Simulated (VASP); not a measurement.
# CdS (P6_3/mmc) in VASP: further runs

Aim: see how the results for CdS move with the level of theory and the settings. Levels: LDA, PBE. Tasks: single point.

Program: VASP 6.6.1. These are calculated values, not measurements. Logs are shortened: lines on timing, memory, paths and dates and some standing lists are left out, and cuts for length are marked.

**1. The cell of the first run**

Symmetry: P6_3/mmc, No. 194, hexagonal system. Conventional cell: a = 3.841 Å, b = 3.841 Å, c = 6.445 Å, α = 90.00°, β = 90.00°, γ = 120.00°. Cd (site symmetry -3m) has 6 S at 2.74 Å and 2 Cd at 3.22 Å within 3.6 Å. Within 3.6 Å of S (site symmetry -6m2) lie 6 Cd at 2.74 Å.

**2. Single point, LDA**

Contents of INCAR:

```
PREC = Accurate ; ENCUT = 520
EDIFF = 1E-6 ; ISMEAR = 0
SIGMA = 0.01 ; LREAL = F
LASPH = T ; NELM = 80
ALGO = Normal ; ISIF = 2
LWAVE = F ; LCHARG = F
GGA = CA ; NBANDS = 26
```

Contents of KPOINTS:

```
regular mesh
0
Gamma
  12 12 4
```

Contents of POSCAR:

```
CdS
1.0
    3.8410415901      0.0000000000      0.0000000000
   -1.9205207951      3.3264395940      0.0000000000
    0.0000000000      0.0000000000      6.4452706107
Cd S
2 2
Direct
    0.0000000000      0.0000000000      0.0000000000
    0.0000000000      0.0000000000      0.5000000000
    0.3333333333      0.6666666667      0.2500000000
    0.6666666667      0.3333333333      0.7500000000
```

Potentials or basis: VASP PAW LDA potentials, release 64 (Cd, S).

Started as:

```
$ cat potpaw_LDA.64/Cd/POTCAR potpaw_LDA.64/S/POTCAR > POTCAR
$ mpirun -np 1 vasp_std > vasp.out
```

OUTCAR:

```text
PREC = Accurate
   ENCUT = 520
   EDIFF = 1E-6
   ISMEAR = 0
   LREAL = F
   LASPH = T
   NELM = 80
   ISIF = 2
   GGA = CA

 ion  position               nearest neighbor table
   1  0.000  0.000  0.000-   3 2.74   4 2.74   4 2.74   3 2.74   4 2.74   3 2.74   2 3.22   2 3.22

   2  0.000  0.000  0.500-   3 2.74   4 2.74   4 2.74   3 2.74   4 2.74   3 2.74   1 3.22   1 3.22

   3  0.333  0.667  0.250-   1 2.74   2 2.74   1 2.74   2 2.74   1 2.74   2 2.74
   4  0.667  0.333  0.750-   1 2.74   2 2.74   1 2.74   2 2.74   1 2.74   2 2.74

  LATTYP: Found a hexagonal cell.
 ALAT       =     3.8410415901
 C/A-ratio  =     1.6780007348

  Lattice vectors:

 A1 = (   3.8410415901,   0.0000000000,   0.0000000000)
 A2 = (  -1.9205207951,   3.3264395940,   0.0000000000)
 A3 = (   0.0000000000,   0.0000000000,   6.4452706107)

Analysis of symmetry for initial positions (statically):
=====================================================================
 Subroutine PRICEL returns:
 Original cell was already a primitive cell.

 Routine SETGRP: Setting up the symmetry group for a
 hexagonal supercell.

 Subroutine GETGRP returns: Found 24 space group operations
 (whereof 12 operations were pure point group operations)
 out of a pool of 24 trial point group operations.

The static configuration has the point symmetry D_3d.
 The point group associated with its full space group is D_6h.

Analysis of symmetry for dynamics (positions and initial velocities):
=====================================================================
 Subroutine PRICEL returns:
 Original cell was already a primitive cell.

 Routine SETGRP: Setting up the symmetry group for a
 hexagonal supercell.

 Subroutine GETGRP returns: Found 24 space group operations
 (whereof 12 operations were pure point group operations)
 out of a pool of 24 trial point group operations.

The dynamic configuration has the point symmetry D_3d.
 The point group associated with its full space group is D_6h.

 Subroutine INISYM returns: Found 24 space group operations
 (whereof 12 operations are pure point group operations),
 and found     1 'primitive' translations

----------------------------------------------------------------------------------------

                                     Primitive cell

  volume of cell :      82.3512

  direct lattice vectors                    reciprocal lattice vectors
     3.841041590  0.000000000  0.000000000     0.260346048  0.150310861  0.000000000
    -1.920520795  3.326439594  0.000000000     0.000000000  0.300621722  0.000000000
     0.000000000  0.000000000  6.445270611     0.000000000  0.000000000  0.155152524

  length of vectors
     3.841041590  3.841041590  6.445270611     0.300621722  0.300621722  0.155152524

  position of ions in fractional coordinates (direct lattice)
     0.000000000  0.000000000  0.000000000
     0.000000000  0.000000000  0.500000000
     0.333333333  0.666666667  0.250000000
     0.666666667  0.333333333  0.750000000

  ion indices of the primitive-cell ions
   primitive index   ion index
                 1           1
                 2           2
                 3           3
                 4           4

----------------------------------------------------------------------------------------

 KPOINTS: regular mesh

Automatic generation of k-mesh.
 Grid dimensions read from file:
 generate k-points for:   12   12    4

 Generating k-lattice:

  Cartesian coordinates                     Fractional coordinates (reciprocal lattice)
     0.021695504  0.012525905  0.000000000     0.083333333  0.000000000  0.000000000
     0.000000000  0.025051810  0.000000000     0.000000000  0.083333333  0.000000000
     0.000000000  0.000000000  0.038788131     0.000000000  0.000000000  0.250000000

  Length of vectors
     0.025051810  0.025051810  0.038788131

  Shift w.r.t. Gamma in fractional coordinates (k-lattice)
     0.000000000  0.000000000  0.000000000

 Subroutine IBZKPT returns following result:
 ===========================================

 Found     57 irreducible k-points:

 Following reciprocal coordinates:
            Coordinates               Weight
  0.000000  0.000000  0.000000      1.000000
  0.083333  0.000000  0.000000      6.000000
  0.166667 -0.000000  0.000000      6.000000
  0.250000  0.000000  0.000000      6.000000
  0.333333  0.000000  0.000000      6.000000
  0.416667 -0.000000  0.000000      6.000000
[... 16 lines left out ...]
  0.250000  0.000000  0.250000     12.000000
  0.333333  0.000000  0.250000     12.000000
 [... further k-points ...]
   k-points           NKPTS =     57   k-points in BZ     NKDIM =     57   number of bands    NBANDS=     26
   number of dos      NEDOS =    301   number of ions     NIONS =      4
   total plane-waves  NPLWV =  43200
   dimension x,y,z NGX =    30 NGY =   30 NGZ =   48
   dimension x,y,z NGXF=    60 NGYF=   60 NGZF=   96
   ions per type =               2   2
   NGX,Y,Z   is equivalent  to a cutoff of  12.98, 12.98, 12.38 a.u.
   NGXF,Y,Z  is equivalent  to a cutoff of  25.97, 25.97, 24.76 a.u.
 SYSTEM =  unknown system
   PREC   = accura    normal or accurate (medium, high low for compatibility)
   ISTART =      0    job   : 0-new  1-cont  2-samecut
   ICHARG =      2    charge: 1-file 2-atom 10-const
   ISPIN  =      1    spin polarized calculation?
   LNONCOLLINEAR =      F non collinear calculations
   LSORBIT =      F    spin-orbit coupling
   LASPH  =      T    aspherical Exc in radial PAW
   ENCUT  =  520.0 eV  38.22 Ry    6.18 a.u.   7.14  7.14 11.98*2*pi/ulx,y,z
   NELM   =     80;   NELMIN=  2; NELMDL= -5     # of ELM steps
   EDIFF  = 0.1E-05   stopping-criterion for ELM
   LREAL  =      F    real-space projection
   EDIFFG = 0.1E-04   stopping-criterion for IOM
   NSW    =      0    number of steps for IOM
   IBRION =     -1    ionic relax: 0-MD 1-quasi-New 2-CG
   NFREE  =      0    steps in history (QN), initial steepest desc. (CG)
   ISIF   =      2    stress and relaxation
   ISYM   =      2    0-nonsym 1-usesym 2-fastsym
   POTIM  = 0.5000    time-step for ionic-motion
   TEBEG  =    0.0;   TEEND  =   0.0 temperature during run
   PSTRESS=    0.0 pullay stress
   NELECT =      36.0000    total number of electrons
   NUPDOWN=      -1.0000    fix difference up-down
   EMIN   =  10.00;   EMAX   =-10.00  energy-range for DOS
   EFERMI =   0.00;   METHOD = LEGACY
   ISMEAR =     0;   SIGMA  =   0.01  broadening in eV -4-tet -1-fermi 0-gaus
   EFERMI_NEDOS =   21; number of points for ismear=-14 and -15
   IALGO  =     38    algorithm
   IMIX   =      4    mixing-type and parameters
     AMIX     =   0.40;   BMIX     =  1.00
     AMIX_MAG =   1.60;   BMIX_MAG =  1.00
  volume/ion in A,a.u.               =      20.59       138.93
  Fermi-wavevector in a.u.,A,eV,Ry     =   1.242469  2.347927 21.003727  1.543730
  Thomas-Fermi vector in A             =   2.376823
   LORBIT       =      0    0 simple, 1 ext, 2 COOP (PROOUT), +10 PAW based schemes
   GGA     = CA    functional components
   LHFCALC =     F    Hartree Fock is set to
   AEXX    =    0.0000 exact exchange contribution
   IVDW    =     0    specifies the selected vdW correction
   LEPSILON=     F    determine dielectric tensor
   LRPA    =     F    only Hartree local field effects (RPA)
 non-spin polarized calculation
 Gauss-broadening in eV      SIGMA  =   0.01
  energy-cutoff  :      520.00
  volume of cell :       82.35
 maximum number of plane-waves:      2231
 NGX is ok and might be reduce to    30
   NGX = 15   NGY = 15   NGZ = 23

 number of electron      36.0000009 magnetization

 Free energy of the ion-electron system (eV)
  ---------------------------------------------------
  ext. energy  EPLUGINS =         0.00000000
  ---------------------------------------------------
  free energy    TOTEN  =       -14.27878723 eV

  energy without entropy =      -14.27878723  energy(sigma->0) =      -14.27878723

 E-fermi :   2.8154     XC(G=0): -10.7050

 val. band max:        2.7523380694   @ k =   0.0000   0.0000   0.0000
 cond. band min:       3.1558036860   @ k =   0.0000   0.0000   0.0000
 fundamental gap:      0.4034656166
 Fermi energy:         2.8153882185

 k-point     1 :       0.0000    0.0000    0.0000
  band No.  band energies     occupation
      1     -10.0751      2.00000
      2      -8.9650      2.00000
      3      -5.3941      2.00000
      4      -5.3345      2.00000
      5      -5.3345      2.00000
      6      -5.0410      2.00000
[... 18 lines left out ...]
     25      11.6200      0.00000
     26      11.6200      0.00000

 k-point     2 :       0.0833    0.0000    0.0000
  band No.  band energies     occupation
      1     -10.0194      2.00000
      2      -8.9705      2.00000
      3      -5.3903      2.00000
      4      -5.3297      2.00000
      5      -5.2757      2.00000
      6      -5.0180      2.00000
[... 18 lines left out ...]
     25      11.4714      0.00000
     26      11.5986      0.00000

 k-point     3 :       0.1667   -0.0000    0.0000
  band No.  band energies     occupation
      1      -9.8604      2.00000
      2      -8.9843      2.00000
      3      -5.3827      2.00000
      4      -5.3229      2.00000
      5      -5.1105      2.00000
      6      -5.0633      2.00000
[... 18 lines left out ...]
     25      10.6270      0.00000
     26      10.9200      0.00000

 k-point     4 :       0.2500    0.0000    0.0000
  band No.  band energies     occupation
      1      -9.6248      2.00000
      2      -8.9981      2.00000
      3      -5.3803      2.00000
      4      -5.3265      2.00000
      5      -5.1392      2.00000
      6      -5.0906      2.00000
[... 18 lines left out ...]
     25      10.3572      0.00000
     26      11.1335      0.00000

 k-point     5 :       0.3333    0.0000    0.0000
  band No.  band energies     occupation
      1      -9.3714      2.00000
      2      -8.9943      2.00000
      3      -5.3954      2.00000
      4      -5.3410      2.00000
      5      -5.2153      2.00000
      6      -5.1551      2.00000
[... 18 lines left out ...]
     25      10.3840      0.00000
     26      12.2051      0.00000

 k-point     6 :       0.4167   -0.0000    0.0000
  band No.  band energies     occupation
      1      -9.2074      2.00000
      2      -8.9388      2.00000
      3      -5.4352      2.00000
      4      -5.3560      2.00000
      5      -5.2705      2.00000
      6      -5.2086      2.00000
[... 427 lines left out ...]
 k-point    21 :       0.0833    0.0000    0.2500
  band No.  band energies     occupation
      1      -9.8931      2.00000
      2      -9.1606      2.00000
      3      -5.3075      2.00000
      4      -5.2711      2.00000
      5      -5.2498      2.00000
      6      -5.0441      2.00000
[... 18 lines left out ...]
     25      10.5621      0.00000
     26      10.8236      0.00000

 k-point    22 :       0.1667   -0.0000    0.2500
  band No.  band energies     occupation
      1      -9.7488      2.00000
      2      -9.1330      2.00000
      3      -5.2953      2.00000
      4      -5.2612      2.00000
      5      -5.1656      2.00000
      6      -5.0907      2.00000
[... 18 lines left out ...]
     25      10.3901      0.00000
     26      10.7498      0.00000

 k-point    23 :       0.2500    0.0000    0.2500
  band No.  band energies     occupation
      1      -9.5380      2.00000
      2      -9.0947      2.00000
      3      -5.2882      2.00000
      4      -5.2609      2.00000
      5      -5.1648      2.00000
      6      -5.0692      2.00000
[... 18 lines left out ...]
     25      10.5135      0.00000
     26      11.0020      0.00000

 k-point    24 :       0.3333    0.0000    0.2500
  band No.  band energies     occupation
      1      -9.3147      2.00000
      2      -9.0474      2.00000
      3      -5.3014      2.00000
      4      -5.2716      2.00000
      5      -5.1980      2.00000
      6      -5.0974      2.00000
[... 18 lines left out ...]
     25      10.8135      0.00000
     26      11.7858      0.00000

 [... further k-points ...]

------------------------ aborting loop because EDIFF is reached ----------------------------------------

  FORCE on cell =-STRESS in cart. coord.  units (eV):
  Direction    XX          YY          ZZ          XY          YZ          ZX
  --------------------------------------------------------------------------------------
  -------------------------------------------------------------------------------------
  Total       -2.0528513     -2.0528513     -2.5539290      0.0000000      0.0000000      0.0000000
  in kB      -39.9390986    -39.9390986    -49.6877796      0.0000000      0.0000000      0.0000000
  external PRESSURE =     -43.1886589 kB  Pullay stress =       0.0000000 kB

 VOLUME and BASIS-vectors are now :
 -----------------------------------------------------------------------------
  energy-cutoff  :      520.00
  volume of cell :       82.35
      direct lattice vectors                 reciprocal lattice vectors
     3.841041590  0.000000000  0.000000000     0.260346048  0.150310861  0.000000000
    -1.920520795  3.326439594  0.000000000     0.000000000  0.300621722  0.000000000
     0.000000000  0.000000000  6.445270611     0.000000000  0.000000000  0.155152524

 POSITION                                       TOTAL-FORCE (eV/Angst)
 -----------------------------------------------------------------------------------
      0.00000      0.00000      0.00000         0.000000     -0.000000     -0.000000
      0.00000      0.00000      3.22264         0.000000     -0.000000     -0.000000
     -0.00000      2.21763      1.61132        -0.000000      0.000000      0.000000
      1.92052      1.10881      4.83395         0.000000      0.000000     -0.000000
 -----------------------------------------------------------------------------------
    total drift:                               -0.000000      0.000000     -0.000000

  FREE ENERGIE OF THE ION-ELECTRON SYSTEM (eV)
  ---------------------------------------------------
  free  energy   TOTEN  =       -14.2787872299 eV

  energy  without entropy=      -14.2787872299  energy(sigma->0) =      -14.27878723
```

Wall time 2.2 min (1 thread of Intel Xeon 8259CL, shared host); peak memory 0.23 GiB.

Results:

```
Free energy            : -14.2788 eV
Pressure               : -4.3 GPa
Band gap on the k mesh : 0.40 eV
```

Levels at points of the mesh, in eV from the valence-band top:
```csv
k point,band 15,band 16,band 17,band 18,band 19,band 20,band 21,band 22
"(0.00, 0.00, 0.00)",-0.79,-0.79,0.00,0.00,0.40,3.23,6.57,6.57
"(0.50, 0.00, 0.00)",-3.18,-2.12,-1.60,-0.05,2.37,3.58,3.60,5.72
"(0.00, 0.00, 0.50)",-0.37,-0.37,-0.37,-0.37,2.88,2.88,6.62,6.62
"(0.50, 0.00, 0.50)",-1.38,-1.38,-1.21,-1.21,1.89,1.89,5.74,5.74
```

Caveat: the cell stands under tension. A k mesh can miss the band edges.

**3. Single point, PBE**

This run uses another cell than the first one, of 21.08 Å³/atom.

Contents of INCAR:

```
PREC = Accurate ; ENCUT = 520
EDIFF = 1E-6 ; ISMEAR = -1
SIGMA = 0.02 ; LREAL = F
LASPH = T ; NELM = 80
ALGO = Normal ; ISIF = 2
LWAVE = F ; LCHARG = T
GGA = PE ; LELF = T
LVHAR = T ; NBANDS = 26
```

Contents of KPOINTS:

```
Automatic mesh
0
Gamma
  12 12 4
```

Contents of POSCAR:

```
CdS
1.0
    3.8770286350      0.0000000000      0.0000000000
   -1.9385143175      3.3576052891      0.0000000000
    0.0000000000      0.0000000000      6.4776817259
Cd S
2 2
Direct
    0.0000000000      0.0000000000      0.0000000000
    0.0000000000      0.0000000000      0.5000000000
    0.3333333333      0.6666666667      0.2500000000
    0.6666666667      0.3333333333      0.7500000000
```

Potentials or basis: VASP PAW PBE potentials, release 64 (Cd, S).

Started as:

```
$ cat potpaw_PBE.64/Cd/POTCAR potpaw_PBE.64/S/POTCAR > POTCAR
$ mpirun -np 1 vasp_std > vasp.out
```

Wall time 1.9 min (1 thread of Intel Xeon 8259CL, shared host); peak memory 0.26 GiB.

It converged, with:

| Property | Result |
| --- | --- |
| Free energy | -11.5907 eV |
| Pressure | 0.4 GPa |
| Band gap on the k mesh | 0.54 eV |

Levels at points of the mesh, in eV from the valence-band top:
| k point | band 16 | band 17 | band 18 | band 19 | band 20 | band 21 |
| --- | --- | --- | --- | --- | --- | --- |
| (0.00, 0.00, 0.00) | -0.72 | 0.00 | 0.00 | 0.54 | 3.43 | 6.74 |
| (0.50, 0.00, 0.00) | -1.99 | -1.44 | -0.04 | 2.51 | 3.72 | 3.81 |
| (0.00, 0.00, 0.50) | -0.33 | -0.33 | -0.33 | 2.97 | 2.97 | 6.79 |
| (0.50, 0.00, 0.50) | -1.28 | -1.12 | -1.12 | 2.11 | 2.11 | 5.94 |

A k mesh can miss the band edges.
